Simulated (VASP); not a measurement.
# C in VASP: further runs

Runs on C. Level: LDA. Tasks: single point.

Program: VASP 6.6.1. These are calculated values, not measurements. Logs are shortened: lines on timing, memory, paths and dates and some standing lists are left out, and cuts for length are marked.

## 1. The cell of the first run

The cell holds a slab with vacuum, 2 atoms: a = 2.263 Å, b = 2.263 Å, c = 28.000 Å, α = 90.00°, β = 90.00°, γ = 120.00°.

## 2. Single point, LDA

INCAR

```
ALGO     = Normal         # electronic algorithm
DIPOL    = 0.5 0.5 0.500
EDIFF    = 1E-6           # SCF threshold, eV
ENCUT    = 520            # plane-wave cutoff, eV
GGA_COMPAT= False        
IDIPOL   = 3            
ISIF     = 2              # what is computed and relaxed
ISMEAR   = 0              # smearing method
LASPH    = True           # aspherical terms in the spheres
LCHARG   = True           # write CHGCAR
LDIPOL   = True         
LELF     = True           # ELF
LREAL    = False          # projectors in reciprocal space
LVACPOTAV= True         
LVHAR    = True         
LWAVE    = False          # write WAVECAR
NBANDS   = 11             # bands
NELM     = 120            # most SCF steps
NELMDL   = -8           
PREC     = Accurate       # precision mode
SIGMA    = 0.1            # smearing width, eV
```

KPOINTS

```
k-points
0
Gamma
  21 21 1
```

POSCAR

```
C
1.0
    2.2630000000      0.0000000000      0.0000000000
   -1.1315000000      1.9598154888      0.0000000000
    0.0000000000      0.0000000000     28.0000000000
C
2
Direct
    0.3333333333      0.6666666667      0.5051071429
    0.6666666667      0.3333333333      0.4948928571
```

Potentials or basis: VASP PAW LDA potentials, release 64 (C).

Run with:

```bash
$ cat potpaw_LDA.64/C/POTCAR > POTCAR
$ mpirun -np 1 vasp_std > vasp.out
```

OUTCAR:

```text
EDIFF = 1E-6
   ENCUT = 520
   ISIF = 2
   ISMEAR = 0
   LASPH = True
   LREAL = False
   NELM = 120
   NELMDL = -8
   PREC = Accurate

 ion  position               nearest neighbor table
   1  0.333  0.667  0.505-   2 1.34   2 1.34   2 1.34
   2  0.667  0.333  0.495-   1 1.34   1 1.34   1 1.34

  LATTYP: Found a hexagonal cell.
 ALAT       =     2.2630000000
 C/A-ratio  =    12.3729562528

  Lattice vectors:

 A1 = (   2.2630000000,   0.0000000000,   0.0000000000)
 A2 = (  -1.1315000000,   1.9598154888,   0.0000000000)
 A3 = (   0.0000000000,   0.0000000000,  28.0000000000)

Analysis of symmetry for initial positions (statically):
=====================================================================
 Subroutine PRICEL returns:
 Original cell was already a primitive cell.

 Routine SETGRP: Setting up the symmetry group for a
 hexagonal supercell.

 Subroutine GETGRP returns: Found 12 space group operations
 (whereof 12 operations were pure point group operations)
 out of a pool of 24 trial point group operations.

The static configuration has the point symmetry D_3d.

Analysis of symmetry for dynamics (positions and initial velocities):
=====================================================================
 Subroutine PRICEL returns:
 Original cell was already a primitive cell.

 Routine SETGRP: Setting up the symmetry group for a
 hexagonal supercell.

 Subroutine GETGRP returns: Found 12 space group operations
 (whereof 12 operations were pure point group operations)
 out of a pool of 24 trial point group operations.

The dynamic configuration has the point symmetry D_3d.

 Subroutine INISYM returns: Found 12 space group operations
 (whereof 12 operations are pure point group operations),
 and found     1 'primitive' translations

----------------------------------------------------------------------------------------

                                     Primitive cell

  volume of cell :     124.1817

  direct lattice vectors                    reciprocal lattice vectors
     2.263000000  0.000000000  0.000000000     0.441891295  0.255126058  0.000000000
    -1.131500000  1.959815489  0.000000000     0.000000000  0.510252116  0.000000000
     0.000000000  0.000000000 28.000000000     0.000000000  0.000000000  0.035714286

  length of vectors
     2.263000000  2.263000000 28.000000000     0.510252116  0.510252116  0.035714286

  position of ions in fractional coordinates (direct lattice)
     0.333333333  0.666666667  0.505107143
     0.666666667  0.333333333  0.494892857

  ion indices of the primitive-cell ions
   primitive index   ion index
                 1           1
                 2           2

----------------------------------------------------------------------------------------

 KPOINTS: k-points

Automatic generation of k-mesh.
 Grid dimensions read from file:
 generate k-points for:   21   21    1

 Generating k-lattice:

  Cartesian coordinates                     Fractional coordinates (reciprocal lattice)
     0.021042443  0.012148860  0.000000000     0.047619048  0.000000000  0.000000000
     0.000000000  0.024297720  0.000000000     0.000000000  0.047619048  0.000000000
     0.000000000  0.000000000  0.035714286     0.000000000  0.000000000  1.000000000

  Length of vectors
     0.024297720  0.024297720  0.035714286

  Shift w.r.t. Gamma in fractional coordinates (k-lattice)
     0.000000000  0.000000000  0.000000000

 Subroutine IBZKPT returns following result:
 ===========================================

 Found     48 irreducible k-points:

 Following reciprocal coordinates:
            Coordinates               Weight
  0.000000  0.000000  0.000000      1.000000
  0.047619  0.000000  0.000000      6.000000
  0.095238  0.000000  0.000000      6.000000
  0.142857 -0.000000  0.000000      6.000000
  0.190476  0.000000  0.000000      6.000000
  0.238095 -0.000000  0.000000      6.000000
[... 16 lines left out ...]
  0.142857  0.095238  0.000000     12.000000
  0.190476  0.095238  0.000000     12.000000
 [... further k-points ...]
   k-points           NKPTS =     48   k-points in BZ     NKDIM =     48   number of bands    NBANDS=     11
   number of dos      NEDOS =    301   number of ions     NIONS =      2
   total plane-waves  NPLWV =  68040
   dimension x,y,z NGX =    18 NGY =   18 NGZ =  210
   dimension x,y,z NGXF=    36 NGYF=   36 NGZF=  420
   ions per type =               2
   NGX,Y,Z   is equivalent  to a cutoff of  13.22, 13.22, 12.47 a.u.
   NGXF,Y,Z  is equivalent  to a cutoff of  26.45, 26.45, 24.94 a.u.
 SYSTEM =  unknown system
   PREC   = accura    normal or accurate (medium, high low for compatibility)
   ISTART =      0    job   : 0-new  1-cont  2-samecut
   ICHARG =      2    charge: 1-file 2-atom 10-const
   ISPIN  =      1    spin polarized calculation?
   LNONCOLLINEAR =      F non collinear calculations
   LSORBIT =      F    spin-orbit coupling
   LASPH  =      T    aspherical Exc in radial PAW
   ENCUT  =  520.0 eV  38.22 Ry    6.18 a.u.   4.21  4.21 52.06*2*pi/ulx,y,z
   NELM   =    120;   NELMIN=  2; NELMDL= -8     # of ELM steps
   EDIFF  = 0.1E-05   stopping-criterion for ELM
   LREAL  =      F    real-space projection
   EDIFFG = 0.1E-04   stopping-criterion for IOM
   NSW    =      0    number of steps for IOM
   IBRION =     -1    ionic relax: 0-MD 1-quasi-New 2-CG
   NFREE  =      0    steps in history (QN), initial steepest desc. (CG)
   ISIF   =      2    stress and relaxation
   ISYM   =      2    0-nonsym 1-usesym 2-fastsym
   POTIM  = 0.5000    time-step for ionic-motion
   TEBEG  =    0.0;   TEEND  =   0.0 temperature during run
   PSTRESS=    0.0 pullay stress
   NELECT =       8.0000    total number of electrons
   NUPDOWN=      -1.0000    fix difference up-down
   EMIN   =  10.00;   EMAX   =-10.00  energy-range for DOS
   EFERMI =   0.00;   METHOD = LEGACY
   ISMEAR =     0;   SIGMA  =   0.10  broadening in eV -4-tet -1-fermi 0-gaus
   EFERMI_NEDOS =   21; number of points for ismear=-14 and -15
   IALGO  =     38    algorithm
   IMIX   =      4    mixing-type and parameters
     AMIX     =   0.40;   BMIX     =  1.00
     AMIX_MAG =   1.60;   BMIX_MAG =  1.00
  volume/ion in A,a.u.               =      62.09       419.01
  Fermi-wavevector in a.u.,A,eV,Ry     =   0.656275  1.240179  5.859979  0.430696
  Thomas-Fermi vector in A             =   1.727415
   LORBIT       =      0    0 simple, 1 ext, 2 COOP (PROOUT), +10 PAW based schemes
   GGA     = CA    functional components
   LHFCALC =     F    Hartree Fock is set to
   AEXX    =    0.0000 exact exchange contribution
   IVDW    =     0    specifies the selected vdW correction
   LEPSILON=     F    determine dielectric tensor
   LRPA    =     F    only Hartree local field effects (RPA)
 non-spin polarized calculation
 Gauss-broadening in eV      SIGMA  =   0.10
  energy-cutoff  :      520.00
  volume of cell :      124.18
 maximum number of plane-waves:      3378
 NGX is ok and might be reduce to    18
   NGX =  9   NGY =  9   NGZ =105

 dipolmoment           0.000000      0.000000      0.000000 electrons x Angstroem

 number of electron       7.9999998 magnetization

 dipolmoment           0.000000      0.000000     -0.000000 electrons x Angstroem

 Free energy of the ion-electron system (eV)
  ---------------------------------------------------
  ext. energy  EPLUGINS =         0.00000000
  ---------------------------------------------------
  free energy    TOTEN  =       -18.58181742 eV

  energy without entropy =      -18.58130568  energy(sigma->0) =      -18.58156155

 E-fermi :  -2.6585     XC(G=0):  -1.6875

 val. band max:       -2.6585136571   @ k =   0.3333   0.3333   0.0000
 cond. band min:      -2.6585136529   @ k =   0.3333   0.3333   0.0000
 fundamental gap:      0.0000000042
 Fermi energy:        -2.6585136548

 k-point     1 :       0.0000    0.0000    0.0000
  band No.  band energies     occupation
      1     -23.8124      2.00000
      2     -11.8541      2.00000
      3      -4.4977      2.00000
      4      -4.4977      2.00000
      5      -0.6341      0.00000
      6       0.9799      0.00000
      7       1.2176      0.00000
      8       1.6065      0.00000
      9       1.7582      0.00000
     10       2.5919      0.00000
     11       2.7816      0.00000

 k-point     2 :       0.0476    0.0000    0.0000
  band No.  band energies     occupation
      1     -23.7500      2.00000
      2     -11.7804      2.00000
      3      -4.7528      2.00000
      4      -4.6522      2.00000
      5      -0.5573      0.00000
      6       1.0683      0.00000
      7       1.3062      0.00000
      8       1.6951      0.00000
      9       1.8453      0.00000
     10       2.6803      0.00000
     11       2.8664      0.00000

 k-point     3 :       0.0952    0.0000    0.0000
  band No.  band energies     occupation
      1     -23.5628      2.00000
      2     -11.5610      2.00000
      3      -5.4673      2.00000
      4      -5.0707      2.00000
      5      -0.3289      0.00000
      6       1.3325      0.00000
      7       1.5719      0.00000
      8       1.9606      0.00000
      9       2.1061      0.00000
     10       2.9452      0.00000
     11       3.1197      0.00000
[... 267 lines left out ...]
 k-point    23 :       0.1429    0.0952    0.0000
  band No.  band energies     occupation
      1     -22.6309      2.00000
      2     -10.5428      2.00000
      3      -7.8834      2.00000
      4      -6.9802      2.00000
      5       0.7405      0.00000
      6       2.6467      0.00000
      7       2.8985      0.00000
      8       3.2858      0.00000
      9       3.3915      0.00000
     10       4.2655      0.00000
     11       4.3320      0.00000

 k-point    24 :       0.1905    0.0952    0.0000
  band No.  band energies     occupation
      1     -22.0750      2.00000
      2     -10.2194      2.00000
      3      -8.8492      2.00000
      4      -7.6722      2.00000
      5       1.2639      0.00000
      6       3.4292      0.00000
      7       3.6890      0.00000
      8       4.0769      0.00000
      9       4.1167      0.00000
     10       4.9279      0.00000
     11       5.0572      0.00000

 [... further k-points ...]

------------------------ aborting loop because EDIFF is reached ----------------------------------------

  FORCE on cell =-STRESS in cart. coord.  units (eV):
  Direction    XX          YY          ZZ          XY          YZ          ZX
  --------------------------------------------------------------------------------------
  -------------------------------------------------------------------------------------
  Total       11.7377971     11.7377971     -1.3318336      0.0000000      0.0000000      0.0000000
  in kB      151.4395844    151.4395844    -17.1831493      0.0000000      0.0000000      0.0000000
  external PRESSURE =      95.2320065 kB  Pullay stress =       0.0000000 kB

 VOLUME and BASIS-vectors are now :
 -----------------------------------------------------------------------------
  energy-cutoff  :      520.00
  volume of cell :      124.18
      direct lattice vectors                 reciprocal lattice vectors
     2.263000000  0.000000000  0.000000000     0.441891295  0.255126058  0.000000000
    -1.131500000  1.959815489  0.000000000     0.000000000  0.510252116  0.000000000
     0.000000000  0.000000000 28.000000000     0.000000000  0.000000000  0.035714286

 POSITION                                       TOTAL-FORCE (eV/Angst)
 -----------------------------------------------------------------------------------
     -0.00000      1.30654     14.14300         0.000000      0.000000     -4.587819
      1.13150      0.65327     13.85700        -0.000000      0.000000      4.587819
 -----------------------------------------------------------------------------------
    total drift:                                0.000000      0.000000     -0.000000

  FREE ENERGIE OF THE ION-ELECTRON SYSTEM (eV)
  ---------------------------------------------------
  free  energy   TOTEN  =       -18.5818174176 eV

  energy  without entropy=      -18.5813056810  energy(sigma->0) =      -18.58156155

 vacuum level on the upper side and lower side of the slab         1.209         1.209
```

Wall time 2.6 min (1 thread of Intel Xeon 8259CL, shared host); peak memory 0.21 GiB.

Results:

| Item | Value |
| --- | --- |
| Free energy | -18.5818 eV |
| Largest force | 4.588 eV/Å |
| Band gap on the k mesh | zero (filled and empty bands touch) |

Forces in eV/Å, atoms in the order of the input:
```
C    0.000  0.000 -4.588
C    0.000  0.000  4.588
```

Levels at points of the mesh, in eV from the Fermi level:
| k point | band 1 | band 2 | band 3 | band 4 | band 5 | band 6 | band 7 | band 8 |
| --- | --- | --- | --- | --- | --- | --- | --- | --- |
| (0.00, 0.00, 0.00) | -21.15 | -9.20 | -1.84 | -1.84 | 2.02 | 3.64 | 3.88 | 4.27 |

## 3. Single point, LDA

INCAR

```
PREC = Accurate ; ENCUT = 520
EDIFF = 1E-6 ; ISMEAR = 0
SIGMA = 0.1 ; LREAL = F
LASPH = T ; NELM = 120
ALGO = Normal ; ISIF = 2
LWAVE = F ; LCHARG = T
LDIPOL = T ; IDIPOL = 3
DIPOL = 0.5 0.5 0.500 ; LELF = T
LVHAR = T ; LVACPOTAV = T
NBANDS = 11 ; GGA_COMPAT = F
NELMDL = -8
```

KPOINTS

```
regular mesh
0
Gamma
  21 21 1
```

POSCAR

```
C
1.0
    2.2630000000      0.0000000000      0.0000000000
   -1.1315000000      1.9598154888      0.0000000000
    0.0000000000      0.0000000000     28.0000000000
C
2
Direct
    0.3333333333      0.6666666667      0.5101964286
    0.6666666667      0.3333333333      0.4898035714
```

Potentials or basis: VASP PAW LDA potentials, release 64 (C).

Run with:

```bash
$ cat potpaw_LDA.64/C/POTCAR > POTCAR
$ mpirun -np 1 vasp_std > vasp.out
```

OUTCAR:

```text
PREC = Accurate
   ENCUT = 520
   EDIFF = 1E-6
   ISMEAR = 0
   LREAL = F
   LASPH = T
   NELM = 120
   ISIF = 2
   NELMDL = -8

 ion  position               nearest neighbor table
   1  0.333  0.667  0.510-   2 1.43   2 1.43   2 1.43
   2  0.667  0.333  0.490-   1 1.43   1 1.43   1 1.43

  LATTYP: Found a hexagonal cell.
 ALAT       =     2.2630000000
 C/A-ratio  =    12.3729562528

  Lattice vectors:

 A1 = (   2.2630000000,   0.0000000000,   0.0000000000)
 A2 = (  -1.1315000000,   1.9598154888,   0.0000000000)
 A3 = (   0.0000000000,   0.0000000000,  28.0000000000)

Analysis of symmetry for initial positions (statically):
=====================================================================
 Subroutine PRICEL returns:
 Original cell was already a primitive cell.

 Routine SETGRP: Setting up the symmetry group for a
 hexagonal supercell.

 Subroutine GETGRP returns: Found 12 space group operations
 (whereof 12 operations were pure point group operations)
 out of a pool of 24 trial point group operations.

The static configuration has the point symmetry D_3d.
[... 175 lines left out ...]
      3      -2.7103      1.27620
      4      -2.4443      0.00065
      5      -2.4443      0.00065
      6       0.8889      0.00000
      7       1.2048      0.00000
      8       1.5552      0.00000
      9       1.6258      0.00000
     10       2.4651      0.00000
     11       2.6160      0.00000
[... 309 lines left out ...]
 k-point    24 :       0.1905    0.0952    0.0000
  band No.  band energies     occupation
      1     -21.5088      2.00000
      2      -9.9492      2.00000
      3      -7.4959      2.00000
      4      -5.7693      2.00000
      5      -1.2586      0.00000
      6       3.3398      0.00000
      7       3.6125      0.00000
      8       3.8853      0.00000
      9       4.1011      0.00000
     10       4.7043      0.00000
     11       5.0798      0.00000

 [... further k-points ...]

------------------------ aborting loop because EDIFF is reached ----------------------------------------

  FORCE on cell =-STRESS in cart. coord.  units (eV):
  Direction    XX          YY          ZZ          XY          YZ          ZX
  --------------------------------------------------------------------------------------
  -------------------------------------------------------------------------------------
  Total        9.7778944      9.7778944     -5.6736959      0.0000000      0.0000000     -0.0000000
  in kB      126.1531655    126.1531655    -73.2013126      0.0000000      0.0000000     -0.0000000
  external PRESSURE =      59.7016728 kB  Pullay stress =       0.0000000 kB

 VOLUME and BASIS-vectors are now :
 -----------------------------------------------------------------------------
  energy-cutoff  :      520.00
  volume of cell :      124.18
      direct lattice vectors                 reciprocal lattice vectors
     2.263000000  0.000000000  0.000000000     0.441891295  0.255126058  0.000000000
    -1.131500000  1.959815489  0.000000000     0.000000000  0.510252116  0.000000000
     0.000000000  0.000000000 28.000000000     0.000000000  0.000000000  0.035714286

 POSITION                                       TOTAL-FORCE (eV/Angst)
 -----------------------------------------------------------------------------------
     -0.00000      1.30654     14.28550         0.000000      0.000000     -9.905356
      1.13150      0.65327     13.71450        -0.000000     -0.000000      9.905356
 -----------------------------------------------------------------------------------
    total drift:                                0.000000      0.000000      0.000000

  FREE ENERGIE OF THE ION-ELECTRON SYSTEM (eV)
  ---------------------------------------------------
  free  energy   TOTEN  =       -16.4728546038 eV

  energy  without entropy=      -16.4696101969  energy(sigma->0) =      -16.47123240

 vacuum level on the upper side and lower side of the slab         1.241         1.241
```

Run time: 2.6 min. Hardware: 1 thread of Intel Xeon 8259CL, shared host; peak memory 0.22 GiB.

Results:

- Free energy: -16.4729 eV
- Largest force: 9.905 eV/Å
- Band gap on the k mesh: zero (bands 4 and 5 overlap by 0.64 eV)

Forces on the atoms (eV/Å):
```
C    0.000  0.000 -9.905
C    0.000  0.000  9.905
```

Levels at points of the mesh, in eV from the Fermi level:
| k point | band 2 | band 3 | band 4 | band 5 | band 6 | band 7 |
| --- | --- | --- | --- | --- | --- | --- |
| (0.00, 0.00, 0.00) | -8.95 | -0.02 | 0.24 | 0.24 | 3.57 | 3.89 |

## 4. Single point, LDA

INCAR

```
SYSTEM = C
ALGO = Normal ; DIPOL = 0.5 0.5 0.500
EDIFF = 1E-6 ; ENCUT = 520
GGA_COMPAT = .FALSE. ; IDIPOL = 3
ISIF = 2 ; ISMEAR = 0
LASPH = .TRUE. ; LCHARG = .FALSE.
LDIPOL = .TRUE. ; LREAL = .FALSE.
LWAVE = .FALSE. ; NBANDS = 11
NELM = 120 ; NELMDL = -8
PREC = Accurate ; SIGMA = 0.1
```

KPOINTS

```
k-points
0
G
  21 21 1
  0 0 0
```

POSCAR

```
C
1.0
    2.2630000000      0.0000000000      0.0000000000
   -1.1315000000      1.9598154888      0.0000000000
    0.0000000000      0.0000000000     28.0000000000
C
2
Direct
    0.3333333333      0.6666666667      0.5153035714
    0.6666666667      0.3333333333      0.4846964286
```

Run with:

```bash
$ cat potpaw_LDA.64/C/POTCAR > POTCAR
$ mpirun -np 1 vasp_std > vasp.out
```

It took 2.2 min on 1 thread of Intel Xeon 8259CL, shared host; peak memory 0.22 GiB.

It converged, with:

```yaml
Free_energy: -13.8890 eV
Largest_force: 7.598 eV/Å
Band_gap_on_the_k_mesh: zero (bands 4 and 5 overlap by 3.02 eV)
```

Forces on the atoms (eV/Å):
```
C    0.000  0.000 -7.598
C    0.000  0.000  7.598
```

Levels at points of the mesh, in eV from the Fermi level:
| k point | band 1 | band 2 | band 3 | band 4 | band 5 | band 6 | band 7 | band 8 | band 9 |
| --- | --- | --- | --- | --- | --- | --- | --- | --- | --- |
| (0.00, 0.00, 0.00) | -19.61 | -8.35 | -1.28 | 2.58 | 2.58 | 5.55 | 6.00 | 6.33 | 6.55 |

## 5. Summary

| cell | gap on the mesh (eV) | largest force (eV/Å) |
| --- | --- | --- |
| as given, atomic positions A | none | 4.59 |
| as given, atomic positions B | none | 9.91 |
| as given, atomic positions C | none | 7.60 |

Alike in all rows: task single point; level LDA; potentials or basis VASP PAW LDA potentials, release 64 (C); no spin polarisation; k mesh 21 × 21 × 1; cutoff (eV) 520; smearing gaussian 0.1 eV.

Total energies depend on the potentials used, so only differences within one code and one set of settings carry meaning.
